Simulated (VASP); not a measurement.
# WSe2 (Amm2) in VASP: a series of runs

WSe2 is run at these levels: PBE+D3(BJ); tasks: single point.

Everything below comes from runs of VASP 6.6.1. Logs are shortened: lines on timing, memory, paths and dates and some standing lists are left out, and cuts for length are marked.

## (1) The cell of the first run

Symmetry: Amm2, No. 38, orthorhombic system. Conventional cell: a = 6.678 Å, b = 3.028 Å, c = 6.380 Å, α = 90.00°, β = 90.00°, γ = 90.00°. W (site symmetry mm2) has 6 Se at 2.45 to 2.67 Å and 2 W at 3.03 Å within 3.2 Å. Within 3.3 Å of Se (site symmetry m) lie 3 W at 2.45 to 2.67 Å and 3 Se at 3.03 to 3.21 Å.

## (2) Single point, PBE+D3(BJ)

INCAR reads:

```
PREC = Accurate ; ENCUT = 520
EDIFF = 1E-6 ; ISMEAR = 0
SIGMA = 0.05 ; LREAL = False
LASPH = True ; NELM = 60
ALGO = Normal ; ISIF = 2
LWAVE = False ; LCHARG = True
GGA = PE ; IVDW = 12
LELF = True ; LVHAR = True
NBANDS = 20
```

KPOINTS reads:

```
Automatic mesh
0
Gamma
  9 9 4
```

POSCAR reads:

```
WSe2
1.0
    3.0276512555      0.0000000000      0.0000000000
   -1.5138256278      3.1899598483      0.0000000000
    0.0000000000      0.0000000000      6.6784566964
W Se
1 2
Direct
    0.0000000000      0.0000000000      0.0000000000
    0.3333333333      0.6666666667      0.2405528385
    0.3333333333      0.6666666667      0.7594471615
```

Potentials or basis: VASP PAW PBE potentials, release 64 (W_sv, Se).

Command:

```
$ cat potpaw_PBE.64/W_sv/POTCAR potpaw_PBE.64/Se/POTCAR > POTCAR
$ mpirun -np 1 vasp_std > vasp.out
```

OUTCAR:

```text
PREC = Accurate
   ENCUT = 520
   EDIFF = 1E-6
   ISMEAR = 0
   LREAL = False
   LASPH = True
   NELM = 60
   ISIF = 2
   GGA = PE
   IVDW = 12
 IVDW          = 12

 ion  position               nearest neighbor table
   1  0.000  0.000  0.000-   2 2.45   3 2.45   2 2.45   3 2.45   2 2.67   3 2.67
   2  0.333  0.667  0.241-   1 2.45   1 2.45   1 2.67
   3  0.333  0.667  0.759-   1 2.45   1 2.45   1 2.67

  LATTYP: Found a base centered orthorhombic cell.
 ALAT       =     3.0276512555
 B/A-ratio  =     2.1072174957
 C/A-ratio  =     2.2058209922

  Lattice vectors:

 A1 = (   1.5138256278,  -3.1899598483,   0.0000000000)
 A2 = (   1.5138256277,   3.1899598483,   0.0000000000)
 A3 = (   0.0000000000,   0.0000000000,   6.6784566964)

Analysis of symmetry for initial positions (statically):
=====================================================================
 Subroutine PRICEL returns:
 Original cell was already a primitive cell.

 Routine SETGRP: Setting up the symmetry group for a
 base centered orthorhombic supercell.

 Subroutine GETGRP returns: Found  4 space group operations
 (whereof  4 operations were pure point group operations)
 out of a pool of  8 trial point group operations.

The static configuration has the point symmetry C_2v.

Analysis of symmetry for dynamics (positions and initial velocities):
=====================================================================
 Subroutine PRICEL returns:
 Original cell was already a primitive cell.

 Routine SETGRP: Setting up the symmetry group for a
 base centered orthorhombic supercell.

 Subroutine GETGRP returns: Found  4 space group operations
 (whereof  4 operations were pure point group operations)
 out of a pool of  8 trial point group operations.

The dynamic configuration has the point symmetry C_2v.

 Subroutine INISYM returns: Found  4 space group operations
 (whereof  4 operations are pure point group operations),
 and found     1 'primitive' translations

----------------------------------------------------------------------------------------

                                     Primitive cell

  volume of cell :      64.5011

  direct lattice vectors                    reciprocal lattice vectors
     3.027651255  0.000000000  0.000000000     0.330289031  0.156741785  0.000000000
    -1.513825628  3.189959848  0.000000000     0.000000000  0.313483570  0.000000000
     0.000000000  0.000000000  6.678456696     0.000000000  0.000000000  0.149735193

[... 83 lines left out ...]
   ENCUT  =  520.0 eV  38.22 Ry    6.18 a.u.   5.63  6.57 12.42*2*pi/ulx,y,z
   NELM   =     60;   NELMIN=  2; NELMDL= -5     # of ELM steps
   EDIFF  = 0.1E-05   stopping-criterion for ELM
   LREAL  =      F    real-space projection
   EDIFFG = 0.1E-04   stopping-criterion for IOM
   NSW    =      0    number of steps for IOM
   IBRION =     -1    ionic relax: 0-MD 1-quasi-New 2-CG
   NFREE  =      0    steps in history (QN), initial steepest desc. (CG)
   ISIF   =      2    stress and relaxation
   ISYM   =      2    0-nonsym 1-usesym 2-fastsym
   POTIM  = 0.5000    time-step for ionic-motion
   TEBEG  =    0.0;   TEEND  =   0.0 temperature during run
   PSTRESS=    0.0 pullay stress
   NELECT =      26.0000    total number of electrons
   NUPDOWN=      -1.0000    fix difference up-down
   EMIN   =  10.00;   EMAX   =-10.00  energy-range for DOS
   EFERMI =   0.00;   METHOD = LEGACY
   ISMEAR =     0;   SIGMA  =   0.05  broadening in eV -4-tet -1-fermi 0-gaus
   EFERMI_NEDOS =   21; number of points for ismear=-14 and -15
   IALGO  =     38    algorithm
   IMIX   =      4    mixing-type and parameters
     AMIX     =   0.40;   BMIX     =  1.00
     AMIX_MAG =   1.60;   BMIX_MAG =  1.00
  volume/ion in A,a.u.               =      21.50       145.09
  Fermi-wavevector in a.u.,A,eV,Ry     =   1.209326  2.285296 19.898119  1.462470
  Thomas-Fermi vector in A             =   2.344907
   LORBIT       =      0    0 simple, 1 ext, 2 COOP (PROOUT), +10 PAW based schemes
   GGA     = PE    functional components
   LHFCALC =     F    Hartree Fock is set to
   AEXX    =    0.0000 exact exchange contribution
   IVDW    =    12    specifies the selected vdW correction
   LEPSILON=     F    determine dielectric tensor
   LRPA    =     F    only Hartree local field effects (RPA)
 non-spin polarized calculation
 Gauss-broadening in eV      SIGMA  =   0.05
  energy-cutoff  :      520.00
  volume of cell :       64.50
 maximum number of plane-waves:      1767
   NGX = 11   NGY = 13   NGZ = 25

 number of electron      25.9999997 magnetization

 Free energy of the ion-electron system (eV)
  ---------------------------------------------------
  ext. energy  EPLUGINS =         0.00000000
  ---------------------------------------------------
  free energy    TOTEN  =       -20.84173148 eV

  energy without entropy =      -20.84173148  energy(sigma->0) =      -20.84173148

 E-fermi :   5.8021     XC(G=0): -10.2730

 val. band max:        5.5624379910   @ k =   0.0000   0.0000   0.5000
 cond. band min:       6.6026021286   @ k =   0.3333   0.3333   0.0000
 fundamental gap:      1.0401641376
 Fermi energy:         5.8021317277

 k-point     1 :       0.0000    0.0000    0.0000
  band No.  band energies     occupation
      1     -68.5586      2.00000
      2     -32.8862      2.00000
      3     -32.8689      2.00000
      4     -32.4952      2.00000
      5      -9.6452      2.00000
      6      -8.0520      2.00000
[... 541 lines left out ...]
     19      12.5775      0.00000
     20      14.3117      0.00000

 [... further k-points ...]

------------------------ aborting loop because EDIFF is reached ----------------------------------------

 Edisp (eV)   -1.30948

 E8    (eV) :    -0.5837

  FORCE on cell =-STRESS in cart. coord.  units (eV):
  Direction    XX          YY          ZZ          XY          YZ          ZX
  --------------------------------------------------------------------------------------
  -------------------------------------------------------------------------------------
  Total       7.89701    -4.51851     3.76798     0.00000     0.00000     0.00000
  in kB     196.15805  -112.23766    93.59486     0.00000     0.00000     0.00000
  external pressure =       59.17 kB  Pullay stress =        0.00 kB

 VOLUME and BASIS-vectors are now :
 -----------------------------------------------------------------------------
  energy-cutoff  :      520.00
  volume of cell :       64.50
      direct lattice vectors                 reciprocal lattice vectors
     3.027651255  0.000000000  0.000000000     0.330289031  0.156741785  0.000000000
    -1.513825628  3.189959848  0.000000000     0.000000000  0.313483570  0.000000000
     0.000000000  0.000000000  6.678456696     0.000000000  0.000000000  0.149735193

 POSITION                                       TOTAL-FORCE (eV/Angst)
 -----------------------------------------------------------------------------------
      0.00000      0.00000      0.00000        -0.000000      1.330617      0.000000
     -0.00000      2.12664      1.60652         0.000000     -0.665309      0.946543
     -0.00000      2.12664      5.07193         0.000000     -0.665309     -0.946543
 -----------------------------------------------------------------------------------
    total drift:                               -0.000001     -0.000177     -0.000000

  FREE ENERGIE OF THE ION-ELECTRON SYSTEM (eV)
  ---------------------------------------------------
  free  energy   TOTEN  =       -22.1512127770 eV

  energy  without entropy=      -22.1512127770  energy(sigma->0) =      -22.15121278
```

OSZICAR:

```text
N       E                     dE             d eps       ncg     rms          rms(c)
DAV:   1     0.196384639502E+03    0.19638E+03   -0.12806E+04  3000   0.126E+03
DAV:   2    -0.118025237486E+02   -0.20819E+03   -0.20188E+03  3612   0.328E+02
DAV:   3    -0.216585348951E+02   -0.98560E+01   -0.97460E+01  3716   0.661E+01
DAV:   4    -0.217833456936E+02   -0.12481E+00   -0.12472E+00  3560   0.806E+00
DAV:   5    -0.217847222029E+02   -0.13765E-02   -0.13764E-02  3612   0.924E-01    0.220E+01
DAV:   6    -0.210283662199E+02    0.75636E+00   -0.43354E+00  3192   0.135E+01    0.794E+00
DAV:   7    -0.208974287826E+02    0.13094E+00   -0.13211E+00  3116   0.624E+00    0.471E+00
DAV:   8    -0.208410398933E+02    0.56389E-01   -0.24831E-01  3476   0.326E+00    0.701E-01
DAV:   9    -0.208414707409E+02   -0.43085E-03   -0.12055E-02  3512   0.740E-01    0.350E-01
DAV:  10    -0.208415890124E+02   -0.11827E-03   -0.18361E-03  3448   0.307E-01    0.816E-02
DAV:  11    -0.208416726429E+02   -0.83631E-04   -0.19683E-04  3444   0.106E-01    0.537E-02
DAV:  12    -0.208417232735E+02   -0.50631E-04   -0.73213E-05  3340   0.543E-02    0.103E-02
DAV:  13    -0.208417308240E+02   -0.75505E-05   -0.12483E-05  3572   0.233E-02    0.472E-03
DAV:  14    -0.208417314778E+02   -0.65383E-06   -0.14374E-06  3052   0.702E-03
   1 F= -.22151213E+02 E0= -.22151213E+02  d E =-.910388E-14
```

Run time: 80 s. Hardware: 1 thread of AMD EPYC 7R13, shared host; peak memory 0.25 GiB.

What came out:

```yaml
Free_energy: -22.1512 eV
Pressure: 5.9 GPa
Largest_force: 1.331 eV/Å
Band_gap_on_the_k_mesh: 1.04 eV (least direct gap 1.14 eV)
Dispersion_energy_per_atom: -0.436 eV
```

Forces on the atoms (eV/Å):
```
W    0.000  1.331  0.000
Se   0.000 -0.665  0.947
Se   0.000 -0.665 -0.947
```

Stress tensor (GPa, compression positive):
```
 19.62   0.00   0.00
  0.00 -11.22   0.00
  0.00   0.00   9.36
```

Levels at points of the mesh, in eV from the valence-band top:
| k point | band 9 | band 10 | band 11 | band 12 | band 13 | band 14 | band 15 | band 16 | band 17 | band 18 |
| --- | --- | --- | --- | --- | --- | --- | --- | --- | --- | --- |
| (0.00, 0.00, 0.00) | -2.39 | -1.60 | -0.99 | -0.94 | -0.91 | 1.85 | 2.01 | 3.85 | 3.90 | 3.92 |
| (0.00, 0.00, 0.50) | -3.35 | -2.10 | -1.58 | -1.02 | 0.00 | 1.66 | 2.28 | 3.71 | 4.09 | 4.63 |

Caveat: the cell differs from its parent crystal (strain +e along x and -e along y -0.1000, strain +e along z and -e/2 along x and y -0.0467); the stress differs along the axes, from -11 to 20 GPa; spin-orbit coupling is left out, which moves the levels of the heavy elements; forces of over 1 eV/Å act on the atoms, so gaps and moduli don't describe the material at rest.

## (3) Single point, PBE+D3(BJ)

INCAR reads:

```
SYSTEM = WSe2
PREC     = Accurate       ! precision mode
ENCUT    = 520            ! plane-wave cutoff, eV
EDIFF    = 1E-7           ! SCF threshold, eV
ISMEAR   = 0              ! smearing method
SIGMA    = 0.05           ! smearing width, eV
LREAL    = .FALSE.        ! projectors in reciprocal space
LASPH    = .TRUE.         ! aspherical terms in the spheres
NELM     = 100            ! most SCF steps
ALGO     = Normal         ! electronic algorithm
ISIF     = 2              ! what is computed and relaxed
LWAVE    = .FALSE.        ! write WAVECAR
LCHARG   = .TRUE.         ! write CHGCAR
GGA      = PE             ! functional
IVDW     = 12             ! dispersion correction
LELF     = .TRUE.         ! ELF
LVHAR    = .TRUE.       
NBANDS   = 20             ! bands
```

KPOINTS reads:

```
Automatic mesh
0
G
  9 9 4
  0 0 0
```

POSCAR reads:

```
WSe2
1.0
    3.3281702760      0.0000000000      0.0000000000
   -1.6640851380      2.5983115335      0.0000000000
    0.0000000000      0.0000000000      7.4960124464
W Se
1 2
Direct
    0.0000000000      0.0000000000      0.0000000000
    0.3333333333      0.6666666667      0.2405528385
    0.3333333333      0.6666666667      0.7594471615
```

Potentials or basis: VASP PAW PBE potentials, release 64 (W_sv, Se).

Command:

```
$ cat potpaw_PBE.64/W_sv/POTCAR potpaw_PBE.64/Se/POTCAR > POTCAR
$ mpirun -np 1 vasp_std > vasp.out
```

OUTCAR:

```text
SYSTEM = WSe2
   PREC = Accurate
   ENCUT = 520
   EDIFF = 1E-7
   ISMEAR = 0
   LREAL = .FALSE.
   LASPH = .TRUE.
   NELM = 100
   ISIF = 2
   GGA = PE
   IVDW = 12
 IVDW          = 12

 ion  position               nearest neighbor table
   1  0.000  0.000  0.000-   2 2.50   3 2.50   2 2.60   3 2.60   2 2.60   3 2.60
   2  0.333  0.667  0.241-   1 2.50   1 2.60   1 2.60
   3  0.333  0.667  0.759-   1 2.50   1 2.60   1 2.60

  Warning from LATTYP: Monoclinic adjustment (A1->A3, A2->A1, A3->A2)!
  LATTYP: Found a base centered orthorhombic cell.
 ALAT       =     3.3281702760
 B/A-ratio  =     1.5614054078
 C/A-ratio  =     2.2522923483

  Lattice vectors:

 A1 = (   1.6640851380,  -2.5983115335,   0.0000000000)
 A2 = (   1.6640851380,   2.5983115335,   0.0000000000)
 A3 = (   0.0000000000,   0.0000000000,   7.4960124464)

Analysis of symmetry for initial positions (statically):
=====================================================================
 Subroutine PRICEL returns:
 Original cell was already a primitive cell.

 Routine SETGRP: Setting up the symmetry group for a
 base centered orthorhombic supercell.

[... 168 lines left out ...]

 E-fermi :   5.9152     XC(G=0): -10.2270

 val. band max:        5.5058942961   @ k =   0.4444   0.0000   0.5000
 cond. band min:       6.3339896187   @ k =  -0.3333   0.1111   0.0000
 fundamental gap:      0.8280953226
 Fermi energy:         5.9152197232

 k-point     1 :       0.0000    0.0000    0.0000
  band No.  band energies     occupation
      1     -68.6066      2.00000
      2     -32.9313      2.00000
      3     -32.7005      2.00000
      4     -32.5428      2.00000
      5      -9.7222      2.00000
      6      -8.6502      2.00000
[... 541 lines left out ...]
     19      11.6768      0.00000
     20      12.1959      0.00000

 [... further k-points ...]

------------------------ aborting loop because EDIFF is reached ----------------------------------------

 Edisp (eV)   -1.30768

 E8    (eV) :    -0.5840

  FORCE on cell =-STRESS in cart. coord.  units (eV):
  Direction    XX          YY          ZZ          XY          YZ          ZX
  --------------------------------------------------------------------------------------
  -------------------------------------------------------------------------------------
  Total      -1.17704     6.53081    -4.31627     0.00000     0.00000     0.00000
  in kB     -29.09215   161.41749  -106.68213     0.00000     0.00000     0.00000
  external pressure =        8.55 kB  Pullay stress =        0.00 kB

 VOLUME and BASIS-vectors are now :
 -----------------------------------------------------------------------------
  energy-cutoff  :      520.00
  volume of cell :       64.82
      direct lattice vectors                 reciprocal lattice vectors
     3.328170276  0.000000000  0.000000000     0.300465396  0.192432660  0.000000000
    -1.664085138  2.598311533  0.000000000     0.000000000  0.384865320  0.000000000
     0.000000000  0.000000000  7.496012446     0.000000000  0.000000000  0.133404261

 POSITION                                       TOTAL-FORCE (eV/Angst)
 -----------------------------------------------------------------------------------
      0.00000      0.00000      0.00000         0.000000     -0.619529      0.000000
     -0.00000      1.73221      1.80319        -0.000000      0.309764     -1.013815
     -0.00000      1.73221      5.69283        -0.000000      0.309764      1.013815
 -----------------------------------------------------------------------------------
    total drift:                               -0.000001      0.000130     -0.000000

  FREE ENERGIE OF THE ION-ELECTRON SYSTEM (eV)
  ---------------------------------------------------
  free  energy   TOTEN  =       -22.4214163339 eV

  energy  without entropy=      -22.4214163339  energy(sigma->0) =      -22.42141633
```

stdout:

```text
POSCAR found type information on POSCAR W Se
 POSCAR found :  2 types and       3 ions
 scaLAPACK will be used
 LDA part: xc-table for (Slater+PW92), standard interpolation
 POSCAR, INCAR and KPOINTS ok, starting setup
 FFT: planning ... GRIDC
 FFT: planning ... GRID_SOFT
 FFT: planning ... GRID
 WAVECAR not read
 entering main loop
```

Run time: 1.7 min. Hardware: 1 thread of AMD EPYC 7R13, shared host; peak memory 0.26 GiB.

What came out:

| Property | Result |
| --- | --- |
| Free energy | -22.4214 eV |
| Pressure | 0.9 GPa |
| Largest force | 1.060 eV/Å |
| Band gap on the k mesh | 0.83 eV (least direct gap 1.23 eV) |
| Dispersion energy per atom | -0.436 eV |

Forces in eV/Å, atoms in the order of the input:
```
W    0.000 -0.620  0.000
Se   0.000  0.310 -1.014
Se   0.000  0.310  1.014
```

Caveat: the cell differs from its parent crystal (strain +e along x and -e along y +0.0500, strain +e along z and -e/2 along x and y +0.0700); the stress differs along the axes, from -11 to 16 GPa; spin-orbit coupling is left out, which moves the levels of the heavy elements; forces of over 1 eV/Å act on the atoms, so gaps and moduli don't describe the material at rest. A k mesh can miss the band edges.
